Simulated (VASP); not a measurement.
# Si (Cmcm) in VASP: single point with LDA

Aim: the single point of Si with LDA.

All numbers are computed with VASP 6.6.1; they aren't measurements. Logs are shortened: lines on timing, memory, paths and dates and some standing lists are left out, and cuts for length are marked.

## (1) The cell of the first run

It takes space group Cmcm (No. 63, orthorhombic). The conventional cell has a = 3.799 Å, b = 10.641 Å, c = 12.570 Å, α = 90.00°, β = 90.00°, γ = 90.00°. Si (site symmetry m) has 4 Si at 2.32 to 2.36 Å within 3.1 Å. Within 3.1 Å of Si (site symmetry m) lie 4 Si at 2.33 to 2.36 Å. Si (site symmetry m) has 4 Si at 2.32 to 2.36 Å within 3.1 Å.

## (2) Single point, LDA

INCAR reads:

```
ALGO     = Normal         # electronic algorithm
EDIFF    = 1E-6           # SCF threshold, eV
ENCUT    = 520            # plane-wave cutoff, eV
GGA      = CA             # functional
ISIF     = 2              # what is computed and relaxed
ISMEAR   = 0              # smearing method
LASPH    = T              # aspherical terms in the spheres
LCHARG   = F              # write CHGCAR
LREAL    = F              # projectors in reciprocal space
LWAVE    = F              # write WAVECAR
NBANDS   = 36             # bands
NELM     = 100            # most SCF steps
PREC     = Accurate       # precision mode
SIGMA    = 0.03           # smearing width, eV
```

KPOINTS reads:

```
k-points
0
Gamma
  10 10 4
```

POSCAR reads:

```
Si
1.0
    1.8996669547     -5.3205939305      0.0000000000
    1.8996669547      5.3205939305      0.0000000000
    0.0000000000      0.0000000000     12.5702440454
Si
12
Direct
    0.7570666288      0.2429333712      0.9449750226
    0.2429333712      0.7570666288      0.0550249774
    0.7570666288      0.2429333712      0.5550249774
    0.2429333712      0.7570666288      0.4449750226
    0.4287015211      0.5712984789      0.1572276936
    0.5712984789      0.4287015211      0.8427723064
    0.4287015211      0.5712984789      0.3427723064
    0.5712984789      0.4287015211      0.6572276936
    0.9711041075      0.0288958925      0.9092746508
    0.0288958925      0.9711041075      0.0907253492
    0.9711041075      0.0288958925      0.5907253492
    0.0288958925      0.9711041075      0.4092746508
```

Potentials or basis: VASP PAW LDA potentials, release 64 (Si).

Command:

```console
> cat potpaw_LDA.64/Si/POTCAR > POTCAR
> mpirun -np 1 vasp_std > vasp.out
```

OUTCAR:

```text
EDIFF = 1E-6
   ENCUT = 520
   GGA = CA
   ISIF = 2
   ISMEAR = 0
   LASPH = T
   LREAL = F
   NELM = 100
   PREC = Accurate

 ion  position               nearest neighbor table
   1  0.757  0.243  0.945-   9 2.32   2 2.35   2 2.35   6 2.36
   2  0.243  0.757  0.055-  10 2.32   1 2.35   1 2.35   5 2.36
   3  0.757  0.243  0.555-  11 2.32   4 2.35   4 2.35   8 2.36
   4  0.243  0.757  0.445-  12 2.32   3 2.35   3 2.35   7 2.36
   5  0.429  0.571  0.157-   7 2.33  10 2.33  10 2.33   2 2.36
   6  0.571  0.429  0.843-   8 2.33   9 2.33   9 2.33   1 2.36
   7  0.429  0.571  0.343-   5 2.33  12 2.33  12 2.33   4 2.36
   8  0.571  0.429  0.657-   6 2.33  11 2.33  11 2.33   3 2.36
   9  0.971  0.029  0.909-   1 2.32   6 2.33   6 2.33  10 2.36
  10  0.029  0.971  0.091-   2 2.32   5 2.33   5 2.33   9 2.36
  11  0.971  0.029  0.591-   3 2.32   8 2.33   8 2.33  12 2.36
  12  0.029  0.971  0.409-   4 2.32   7 2.33   7 2.33  11 2.36

  LATTYP: Found a base centered orthorhombic cell.
 ALAT       =     3.7993339094
 B/A-ratio  =     2.8008035395
 C/A-ratio  =     3.3085389032

  Lattice vectors:

 A1 = (   1.8996669547,  -5.3205939305,   0.0000000000)
 A2 = (   1.8996669547,   5.3205939305,   0.0000000000)
 A3 = (   0.0000000000,   0.0000000000,  12.5702440454)

Analysis of symmetry for initial positions (statically):
=====================================================================
 Subroutine PRICEL returns:
 Original cell was already a primitive cell.

 Routine SETGRP: Setting up the symmetry group for a
 base centered orthorhombic supercell.

 Subroutine GETGRP returns: Found  8 space group operations
 (whereof  4 operations were pure point group operations)
 out of a pool of  8 trial point group operations.

The static configuration has the point symmetry C_2h.
 The point group associated with its full space group is D_2h.

Analysis of symmetry for dynamics (positions and initial velocities):
=====================================================================
 Subroutine PRICEL returns:
 Original cell was already a primitive cell.

 Routine SETGRP: Setting up the symmetry group for a
 base centered orthorhombic supercell.

 Subroutine GETGRP returns: Found  8 space group operations
 (whereof  4 operations were pure point group operations)
 out of a pool of  8 trial point group operations.

The dynamic configuration has the point symmetry C_2h.
 The point group associated with its full space group is D_2h.

 Subroutine INISYM returns: Found  8 space group operations
 (whereof  4 operations are pure point group operations),
 and found     1 'primitive' translations

----------------------------------------------------------------------------------------

                                     Primitive cell

  volume of cell :     254.1039

  direct lattice vectors                    reciprocal lattice vectors
     1.899666955 -5.320593931  0.000000000     0.263204031 -0.093974471  0.000000000
     1.899666955  5.320593931  0.000000000     0.263204031  0.093974471  0.000000000
     0.000000000  0.000000000 12.570244045     0.000000000  0.000000000  0.079552950

  length of vectors
     5.649553461  5.649553461 12.570244045     0.279477303  0.279477303  0.079552950

  position of ions in fractional coordinates (direct lattice)
     0.757066629  0.242933371  0.944975023
     0.242933371  0.757066629  0.055024977
     0.757066629  0.242933371  0.555024977
     0.242933371  0.757066629  0.444975023
     0.428701521  0.571298479  0.157227694
     0.571298479  0.428701521  0.842772306
     0.428701521  0.571298479  0.342772306
     0.571298479  0.428701521  0.657227694
     0.971104107  0.028895893  0.909274651
     0.028895893  0.971104107  0.090725349
     0.971104107  0.028895893  0.590725349
     0.028895893  0.971104107  0.409274651

  ion indices of the primitive-cell ions
   primitive index   ion index
                 1           1
                 2           2
                 3           3
                 4           4
                 5           5
                 6           6
                 7           7
                 8           8
                 9           9
                10          10
                11          11
                12          12

----------------------------------------------------------------------------------------

 KPOINTS: k-points

Automatic generation of k-mesh.
 Grid dimensions read from file:
 generate k-points for:   10   10    4

 Generating k-lattice:

  Cartesian coordinates                     Fractional coordinates (reciprocal lattice)
     0.026320403 -0.009397447  0.000000000     0.100000000  0.000000000  0.000000000
     0.026320403  0.009397447  0.000000000     0.000000000  0.100000000  0.000000000
     0.000000000  0.000000000  0.019888238     0.000000000  0.000000000  0.250000000

  Length of vectors
     0.027947730  0.027947730  0.019888238

  Shift w.r.t. Gamma in fractional coordinates (k-lattice)
     0.000000000  0.000000000  0.000000000

 Subroutine IBZKPT returns following result:
 ===========================================

 Found     93 irreducible k-points:

 Following reciprocal coordinates:
            Coordinates               Weight
  0.000000  0.000000  0.000000      1.000000
  0.100000  0.000000  0.000000      4.000000
  0.200000  0.000000  0.000000      4.000000
  0.300000  0.000000  0.000000      4.000000
  0.400000  0.000000  0.000000      4.000000
  0.500000  0.000000  0.000000      2.000000
[... 16 lines left out ...]
  0.300000  0.300000  0.000000      2.000000
  0.400000  0.300000  0.000000      4.000000
 [... further k-points ...]
   k-points           NKPTS =     93   k-points in BZ     NKDIM =     93   number of bands    NBANDS=     36
   number of dos      NEDOS =    301   number of ions     NIONS =     12
   total plane-waves  NPLWV = 169344
   dimension x,y,z NGX =    42 NGY =   42 NGZ =   96
   dimension x,y,z NGXF=    84 NGYF=   84 NGZF=  192
   ions per type =              12
   NGX,Y,Z   is equivalent  to a cutoff of  12.36, 12.36, 12.70 a.u.
   NGXF,Y,Z  is equivalent  to a cutoff of  24.72, 24.72, 25.39 a.u.
 SYSTEM =  unknown system
   PREC   = accura    normal or accurate (medium, high low for compatibility)
   ISTART =      0    job   : 0-new  1-cont  2-samecut
   ICHARG =      2    charge: 1-file 2-atom 10-const
   ISPIN  =      1    spin polarized calculation?
   LNONCOLLINEAR =      F non collinear calculations
   LSORBIT =      F    spin-orbit coupling
   LASPH  =      T    aspherical Exc in radial PAW
   ENCUT  =  520.0 eV  38.22 Ry    6.18 a.u.  10.50 10.50 23.37*2*pi/ulx,y,z
   NELM   =    100;   NELMIN=  2; NELMDL= -5     # of ELM steps
   EDIFF  = 0.1E-05   stopping-criterion for ELM
   LREAL  =      F    real-space projection
   EDIFFG = 0.1E-04   stopping-criterion for IOM
   NSW    =      0    number of steps for IOM
   IBRION =     -1    ionic relax: 0-MD 1-quasi-New 2-CG
   NFREE  =      0    steps in history (QN), initial steepest desc. (CG)
   ISIF   =      2    stress and relaxation
   ISYM   =      2    0-nonsym 1-usesym 2-fastsym
   POTIM  = 0.5000    time-step for ionic-motion
   TEBEG  =    0.0;   TEEND  =   0.0 temperature during run
   PSTRESS=    0.0 pullay stress
   NELECT =      48.0000    total number of electrons
   NUPDOWN=      -1.0000    fix difference up-down
   EMIN   =  10.00;   EMAX   =-10.00  energy-range for DOS
   EFERMI =   0.00;   METHOD = LEGACY
   ISMEAR =     0;   SIGMA  =   0.03  broadening in eV -4-tet -1-fermi 0-gaus
   EFERMI_NEDOS =   21; number of points for ismear=-14 and -15
   IALGO  =     38    algorithm
   IMIX   =      4    mixing-type and parameters
     AMIX     =   0.40;   BMIX     =  1.00
     AMIX_MAG =   1.60;   BMIX_MAG =  1.00
  volume/ion in A,a.u.               =      21.18       142.90
  Fermi-wavevector in a.u.,A,eV,Ry     =   0.939330  1.775076 12.004974  0.882341
  Thomas-Fermi vector in A             =   2.066631
   LORBIT       =      0    0 simple, 1 ext, 2 COOP (PROOUT), +10 PAW based schemes
   GGA     = CA    functional components
   LHFCALC =     F    Hartree Fock is set to
   AEXX    =    0.0000 exact exchange contribution
   IVDW    =     0    specifies the selected vdW correction
   LEPSILON=     F    determine dielectric tensor
   LRPA    =     F    only Hartree local field effects (RPA)
 non-spin polarized calculation
 Gauss-broadening in eV      SIGMA  =   0.03
  energy-cutoff  :      520.00
  volume of cell :      254.10
 maximum number of plane-waves:      6880
   NGX = 21   NGY = 21   NGZ = 47

 number of electron      48.0000002 magnetization

 Free energy of the ion-electron system (eV)
  ---------------------------------------------------
  ext. energy  EPLUGINS =         0.00000000
  ---------------------------------------------------
  free energy    TOTEN  =       -70.33035744 eV

  energy without entropy =      -70.33035744  energy(sigma->0) =      -70.33035744

 E-fermi :   5.4598     XC(G=0):  -9.2327

 val. band max:        5.2905729523   @ k =   0.5000   0.5000   0.0000
 cond. band min:       5.6703538645   @ k =  -0.4000   0.4000   0.0000
 fundamental gap:      0.3797809122
 Fermi energy:         5.4598362021

 k-point     1 :       0.0000    0.0000    0.0000
  band No.  band energies     occupation
      1      -6.9583      2.00000
      2      -6.6174      2.00000
      3      -5.3711      2.00000
      4      -4.0145      2.00000
      5      -3.4880      2.00000
      6      -2.6784      2.00000
[... 28 lines left out ...]
     35       8.9043      0.00000
     36       9.4791      0.00000
[... 866 lines left out ...]
      6      -3.3584      2.00000
[... 28 lines left out ...]
     35       9.2602      0.00000
     36       9.4066      0.00000

 [... further k-points ...]

------------------------ aborting loop because EDIFF is reached ----------------------------------------

  FORCE on cell =-STRESS in cart. coord.  units (eV):
  Direction    XX          YY          ZZ          XY          YZ          ZX
  --------------------------------------------------------------------------------------
  -------------------------------------------------------------------------------------
  Total        0.1143472      0.0631155      0.1001268      0.0000000      0.0000000      0.0000000
  in kB        0.7209828      0.3979565      0.6313198      0.0000000      0.0000000      0.0000000
  external PRESSURE =       0.5834197 kB  Pullay stress =       0.0000000 kB

 VOLUME and BASIS-vectors are now :
 -----------------------------------------------------------------------------
  energy-cutoff  :      520.00
  volume of cell :      254.10
      direct lattice vectors                 reciprocal lattice vectors
     1.899666955 -5.320593931  0.000000000     0.263204031 -0.093974471  0.000000000
     1.899666955  5.320593931  0.000000000     0.263204031  0.093974471  0.000000000
     0.000000000  0.000000000 12.570244045     0.000000000  0.000000000  0.079552950

 POSITION                                       TOTAL-FORCE (eV/Angst)
 -----------------------------------------------------------------------------------
      1.89967     -2.73549     11.87857         0.000000      0.000507     -0.001930
      1.89967      2.73549      0.69168         0.000000     -0.000507      0.001930
      1.89967     -2.73549      6.97680         0.000000      0.000507      0.001930
      1.89967      2.73549      5.59344         0.000000     -0.000507     -0.001930
      1.89967      0.75870      1.97639         0.000000      0.000669      0.003689
      1.89967     -0.75870     10.59385         0.000000     -0.000669     -0.003689
      1.89967      0.75870      4.30873         0.000000      0.000669     -0.003689
      1.89967     -0.75870      8.26151         0.000000     -0.000669      0.003689
      1.89967     -5.01311     11.42980         0.000000     -0.000517     -0.004805
      1.89967      5.01311      1.14044         0.000000      0.000517      0.004805
      1.89967     -5.01311      7.42556         0.000000     -0.000517      0.004805
      1.89967      5.01311      5.14468         0.000000      0.000517     -0.004805
 -----------------------------------------------------------------------------------
    total drift:                               -0.000000      0.000000      0.000000

  FREE ENERGIE OF THE ION-ELECTRON SYSTEM (eV)
  ---------------------------------------------------
  free  energy   TOTEN  =       -70.3303574382 eV

  energy  without entropy=      -70.3303574382  energy(sigma->0) =      -70.33035744
```

Wall time 21 min (1 thread of Oxide Virtual Turin-like, shared host); peak memory 0.64 GiB.

Results:

- Free energy: -70.3304 eV
- Pressure: 0.1 GPa
- Largest force: 0.005 eV/Å
- Band gap on the k mesh: 0.38 eV (least direct gap 0.47 eV)

Forces on the atoms (eV/Å):
```
Si   0.000  0.001 -0.002
Si   0.000 -0.001  0.002
Si   0.000  0.001  0.002
Si   0.000 -0.001 -0.002
Si   0.000  0.001  0.004
Si   0.000 -0.001 -0.004
Si   0.000  0.001 -0.004
Si   0.000 -0.001  0.004
Si   0.000 -0.001 -0.005
Si   0.000  0.001  0.005
Si   0.000 -0.001  0.005
Si   0.000  0.001 -0.005
```

A k mesh can miss the band edges.
